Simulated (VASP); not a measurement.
# TiCo (P4mm) in VASP: single point with PBE+U

Aim: the single point of TiCo with PBE+U.

Program: VASP 6.6.1. These are calculated values, not measurements. Logs are shortened: lines on timing, memory, paths and dates and some standing lists are left out, and cuts for length are marked.

### Step 1. The cell of the first run

It takes space group P4mm (No. 99, tetragonal). Conventional cell: a = 2.986 Å, b = 2.986 Å, c = 2.986 Å, α = 90.00°, β = 90.00°, γ = 90.00°. Within 3.4 Å of Ti (site symmetry 4mm) lie 8 Co at 2.56 to 2.62 Å and 6 Ti at 2.99 Å. Within 3.4 Å of Co (site symmetry 4mm) lie 8 Ti at 2.56 to 2.62 Å and 6 Co at 2.99 Å.

### Step 2. Single point, PBE+U, collinear spin, ferromagnetic start

File INCAR:

```
PREC = Accurate
ENCUT = 690
EDIFF = 1E-6
ISMEAR = 0
SIGMA = 0.1
LREAL = False
LASPH = True
NELM = 200
ALGO = Normal
ISIF = 2
LWAVE = False
LCHARG = True
ISPIN = 2
MAGMOM = 0 0.6
LORBIT = 11
LMAXMIX = 4
LDAU = True
LDAUTYPE = 2
LDAUL = 2 -1
LDAUU = 2.7 0
LDAUJ = 0 0
LDAUPRINT = 1
GGA = PE
LELF = True
LVHAR = True
NBANDS = 26
GGA_COMPAT = False
```

File KPOINTS:

```
regular mesh
0
Gamma
  2 2 2
```

File POSCAR:

```
TiCo
1.0
    2.9861109900      0.0000000000      0.0000000000
    0.0000000000      2.9861109900      0.0000000000
    0.0000000000      0.0000000000      2.9861109900
Ti Co
1 1
Direct
    0.0000000000      0.0000000000      0.0000000000
    0.5000000000      0.5167441867      0.5000000000
```

Potentials or basis: VASP PAW PBE potentials, release 64 (Ti_sv, Co_sv).

On the command line:

```console
cat potpaw_PBE.64/Ti_sv/POTCAR potpaw_PBE.64/Co_sv/POTCAR > POTCAR
mpirun -np 1 vasp_std > vasp.out
```

OUTCAR:

```text
PREC = Accurate
   ENCUT = 690
   EDIFF = 1E-6
   ISMEAR = 0
   LREAL = False
   LASPH = True
   NELM = 200
   ISIF = 2
   ISPIN = 2
   LORBIT = 11
   GGA = PE

 ion  position               nearest neighbor table
   1  0.000  0.000  0.000-   2 2.56   2 2.56   2 2.56   2 2.56   2 2.62   2 2.62   2 2.62   2 2.62

   2  0.500  0.517  0.500-   1 2.56   1 2.56   1 2.56   1 2.56   1 2.62   1 2.62   1 2.62   1 2.62

  LATTYP: Found a simple cubic cell.
 ALAT       =     2.9861109900

  Lattice vectors:

 A1 = (   2.9861109900,   0.0000000000,   0.0000000000)
 A2 = (   0.0000000000,   2.9861109900,   0.0000000000)
 A3 = (   0.0000000000,   0.0000000000,   2.9861109900)

Analysis of symmetry for initial positions (statically):
=====================================================================
 Subroutine PRICEL returns:
 Original cell was already a primitive cell.

 Routine SETGRP: Setting up the symmetry group for a
 simple cubic supercell.

 Subroutine GETGRP returns: Found  8 space group operations
 (whereof  8 operations were pure point group operations)
 out of a pool of 48 trial point group operations.

The static configuration has the point symmetry C_4v.

Analysis of symmetry for dynamics (positions and initial velocities):
=====================================================================
 Subroutine PRICEL returns:
 Original cell was already a primitive cell.

 Routine SETGRP: Setting up the symmetry group for a
 simple cubic supercell.

 Subroutine GETGRP returns: Found  8 space group operations
 (whereof  8 operations were pure point group operations)
 out of a pool of 48 trial point group operations.

The dynamic configuration has the point symmetry C_4v.

Analysis of structural, dynamic, and magnetic symmetry:
=====================================================================
 Subroutine PRICEL returns:
 Original cell was already a primitive cell.

 Routine SETGRP: Setting up the symmetry group for a
 simple cubic supercell.

 Subroutine GETGRP returns: Found  8 space group operations
 (whereof  8 operations were pure point group operations)
 out of a pool of 48 trial point group operations.

The overall configuration has the point symmetry C_4v.

 Subroutine INISYM returns: Found  8 space group operations
 (whereof  8 operations are pure point group operations),
 and found     1 'primitive' translations

----------------------------------------------------------------------------------------

                                     Primitive cell

  volume of cell :      26.6267

  direct lattice vectors                    reciprocal lattice vectors
     2.986110990  0.000000000  0.000000000     0.334883735  0.000000000  0.000000000
     0.000000000  2.986110990  0.000000000     0.000000000  0.334883735  0.000000000
     0.000000000  0.000000000  2.986110990     0.000000000  0.000000000  0.334883735

  length of vectors
     2.986110990  2.986110990  2.986110990     0.334883735  0.334883735  0.334883735

  position of ions in fractional coordinates (direct lattice)
     0.000000000  0.000000000  0.000000000
     0.500000000  0.516744187  0.500000000

  ion indices of the primitive-cell ions
   primitive index   ion index
                 1           1
                 2           2

----------------------------------------------------------------------------------------

 KPOINTS: regular mesh

Automatic generation of k-mesh.
 Grid dimensions read from file:
 generate k-points for:    2    2    2
[... 52 lines left out ...]
   ISYM   =      2    0-nonsym 1-usesym 2-fastsym
   POTIM  = 0.5000    time-step for ionic-motion
   TEBEG  =    0.0;   TEEND  =   0.0 temperature during run
   PSTRESS=    0.0 pullay stress
   NELECT =      29.0000    total number of electrons
   NUPDOWN=      -1.0000    fix difference up-down
   EMIN   =  10.00;   EMAX   =-10.00  energy-range for DOS
   EFERMI =   0.00;   METHOD = LEGACY
   ISMEAR =     0;   SIGMA  =   0.10  broadening in eV -4-tet -1-fermi 0-gaus
   EFERMI_NEDOS =   21; number of points for ismear=-14 and -15
   IALGO  =     38    algorithm
   IMIX   =      4    mixing-type and parameters
     AMIX     =   0.40;   BMIX     =  1.00
     AMIX_MAG =   1.60;   BMIX_MAG =  1.00
  volume/ion in A,a.u.               =      13.31        89.84
  Fermi-wavevector in a.u.,A,eV,Ry     =   1.684360  3.182979 38.600656  2.837068
  Thomas-Fermi vector in A             =   2.767396
   LORBIT       =     11    0 simple, 1 ext, 2 COOP (PROOUT), +10 PAW based schemes
 LDA+U is selected, type is set to LDAUTYPE =  2
   angular momentum for each species LDAUL =     2   -1
   U (eV)           for each species LDAUU =   2.7  0.0
   J (eV)           for each species LDAUJ =   0.0  0.0
   GGA     = PE    functional components
   LHFCALC =     F    Hartree Fock is set to
   AEXX    =    0.0000 exact exchange contribution
   IVDW    =     0    specifies the selected vdW correction
   LEPSILON=     F    determine dielectric tensor
   LRPA    =     F    only Hartree local field effects (RPA)
 spin polarized calculation
 Gauss-broadening in eV      SIGMA  =   0.10
  energy-cutoff  :      690.00
  volume of cell :       26.63
 maximum number of plane-waves:      1108
 NGX is ok and might be reduce to    28
   NGX = 13   NGY = 13   NGZ = 13

atom =   1  type =  1  l = 2

 onsite density matrix

spin component  1

  0.1664 -0.0000 -0.0000 -0.0000  0.0000
 -0.0000  0.1664 -0.0000  0.0000 -0.0000
 -0.0000 -0.0000  0.2110  0.0000 -0.0003
 -0.0000  0.0000  0.0000  0.1675 -0.0000
  0.0000 -0.0000 -0.0003 -0.0000  0.2106

spin component  2

  0.1700 -0.0000  0.0000 -0.0000 -0.0000
 -0.0000  0.1700  0.0000  0.0000  0.0000
  0.0000  0.0000  0.2398 -0.0000 -0.0001
 -0.0000  0.0000 -0.0000  0.1714  0.0000
 -0.0000  0.0000 -0.0001  0.0000  0.2397

 occupancies and eigenvectors

  o =  0.1664  v =  1.0000  0.0000  0.0000  0.0000  0.0000  0.0000  0.0000  0.0000  0.0000  0.0000      0.0000  0.0000  0.0000  0.0000  0.0000  0.0000  0.0000  0.0000  0.0000  0.0000
  o =  0.1664  v =  0.0000  1.0000 -0.0000 -0.0000  0.0000  0.0000  0.0000  0.0000  0.0000  0.0000      0.0000  0.0000  0.0000  0.0000  0.0000  0.0000  0.0000  0.0000  0.0000  0.0000
  o =  0.1675  v =  0.0000 -0.0000  0.0000 -1.0000 -0.0000  0.0000  0.0000  0.0000  0.0000  0.0000      0.0000  0.0000  0.0000  0.0000  0.0000  0.0000  0.0000  0.0000  0.0000  0.0000
  o =  0.1700  v =  0.0000  0.0000  0.0000  0.0000  0.0000  1.0000  0.0000  0.0000  0.0000  0.0000      0.0000  0.0000  0.0000  0.0000  0.0000  0.0000  0.0000  0.0000  0.0000  0.0000
  o =  0.1700  v =  0.0000  0.0000  0.0000  0.0000  0.0000  0.0000 -1.0000 -0.0000 -0.0000  0.0000      0.0000  0.0000  0.0000  0.0000  0.0000  0.0000  0.0000  0.0000  0.0000  0.0000
  o =  0.1714  v =  0.0000  0.0000  0.0000  0.0000  0.0000  0.0000 -0.0000  0.0000  1.0000  0.0000      0.0000  0.0000  0.0000  0.0000  0.0000  0.0000  0.0000  0.0000  0.0000  0.0000
  o =  0.2105  v =  0.0000  0.0000 -0.5000  0.0000 -0.8660  0.0000  0.0000  0.0000  0.0000  0.0000      0.0000  0.0000  0.0000  0.0000  0.0000  0.0000  0.0000  0.0000  0.0000  0.0000
  o =  0.2111  v =  0.0000 -0.0000 -0.8660 -0.0000  0.5000  0.0000  0.0000  0.0000  0.0000  0.0000      0.0000  0.0000  0.0000  0.0000  0.0000  0.0000  0.0000  0.0000  0.0000  0.0000
  o =  0.2397  v =  0.0000  0.0000  0.0000  0.0000  0.0000  0.0000  0.0000  0.5000 -0.0000  0.8660      0.0000  0.0000  0.0000  0.0000  0.0000  0.0000  0.0000  0.0000  0.0000  0.0000
  o =  0.2399  v =  0.0000  0.0000  0.0000  0.0000  0.0000  0.0000 -0.0000  0.8660 -0.0000 -0.5000      0.0000  0.0000  0.0000  0.0000  0.0000  0.0000  0.0000  0.0000  0.0000  0.0000

 number of electron      29.0000023 magnetization       1.7501417

 Free energy of the ion-electron system (eV)
  ---------------------------------------------------
  ext. energy  EPLUGINS =         0.00000000
  ---------------------------------------------------
  free energy    TOTEN  =       -12.73138912 eV

  energy without entropy =      -12.71031861  energy(sigma->0) =      -12.72085386

 E-fermi :  11.0069     XC(G=0): -12.7522

 val. band max:       11.0068099716   @ k =   0.5000   0.0000   0.5000
 cond. band min:      11.0147300163   @ k =   0.5000   0.5000   0.0000
 fundamental gap:      0.0079200447
 Fermi energy:        11.0068581016

 spin component 1

 k-point     1 :       0.0000    0.0000    0.0000
  band No.  band energies     occupation
      1     -84.8171      1.00000
      2     -48.0988      1.00000
      3     -48.0932      1.00000
      4     -48.0932      1.00000
      5     -46.5567      1.00000
      6     -22.6439      1.00000
[... 163 lines left out ...]
     25      20.7005      0.00000
     26      24.2294      0.00000
 Fermi energy:        11.0068581016

 spin component 2

 k-point     1 :       0.0000    0.0000    0.0000
  band No.  band energies     occupation
      1     -83.1673      1.00000
      2     -46.5812      1.00000
      3     -46.4841      1.00000
      4     -46.4812      1.00000
      5     -46.4812      1.00000
      6     -22.6714      1.00000
[... 163 lines left out ...]
     25      21.0425      0.00000
     26      24.3421      0.00000

------------------------ aborting loop because EDIFF is reached ----------------------------------------

  FORCE on cell =-STRESS in cart. coord.  units (eV):
  Direction    XX          YY          ZZ          XY          YZ          ZX
  --------------------------------------------------------------------------------------
  -------------------------------------------------------------------------------------
  Total        1.4614855      1.4959475      1.4614855      0.0000000     -0.0000000     -0.0000000
  in kB       87.9401592     90.0137988     87.9401592      0.0000000     -0.0000000     -0.0000000
  external PRESSURE =      88.6313724 kB  Pullay stress =       0.0000000 kB

 VOLUME and BASIS-vectors are now :
 -----------------------------------------------------------------------------
  energy-cutoff  :      690.00
  volume of cell :       26.63
      direct lattice vectors                 reciprocal lattice vectors
     2.986110990  0.000000000  0.000000000     0.334883735  0.000000000  0.000000000
     0.000000000  2.986110990  0.000000000     0.000000000  0.334883735  0.000000000
     0.000000000  0.000000000  2.986110990     0.000000000  0.000000000  0.334883735

 POSITION                                       TOTAL-FORCE (eV/Angst)
 -----------------------------------------------------------------------------------
      0.00000      0.00000      0.00000        -0.000000      0.305310      0.000000
      1.49306      1.54306      1.49306         0.000000     -0.305310     -0.000000
 -----------------------------------------------------------------------------------
    total drift:                                0.000000      0.000945     -0.000005

  FREE ENERGIE OF THE ION-ELECTRON SYSTEM (eV)
  ---------------------------------------------------
  free  energy   TOTEN  =       -12.7313891176 eV

  energy  without entropy=      -12.7103186092  energy(sigma->0) =      -12.72085386

 total charge

# of ion       s       p       d       tot
------------------------------------------
    1        2.251   6.147   1.889  10.287
    2        2.273   6.091   6.795  15.158
--------------------------------------------------
tot          4.524  12.238   8.683  25.445

 magnetization (x)

# of ion       s       p       d       tot
------------------------------------------
    1       -0.005   0.076  -0.069   0.003
    2        0.038   0.046   1.324   1.408
--------------------------------------------------
tot          0.033   0.122   1.255   1.411
```

It took 50 s on 1 thread of AMD EPYC 7R43 (Zen 3), shared host; peak memory 0.13 GiB.

What came out:

* Free energy: -12.7314 eV
* Pressure: 8.9 GPa
* Largest force: 0.305 eV/Å
* Net moment: 1.75 μB per cell
* Site moments: Ti +0.00; Co +1.41 μB
* Valence electrons inside the program's atomic spheres: Ti 10.29; Co 15.16

Forces on the atoms (eV/Å):
```
Ti   0.000  0.305  0.000
Co   0.000 -0.305  0.000
```

Eigenvalues of the final occupation matrices:
| site | spin | trace | eigenvalues |
| --- | --- | --- | --- |
| site 1 d | 1 | 0.92 | 0.17 0.17 0.17 0.21 0.21 |
| site 1 d | 2 | 0.99 | 0.17 0.17 0.17 0.24 0.24 |

Caveat: the k points lie up to 1.05 Å⁻¹ apart, too coarse for converged energies, forces and pressures; the U is typed as a test and isn't derived for this compound. The state reached can hang on the start; a lower one may exist.
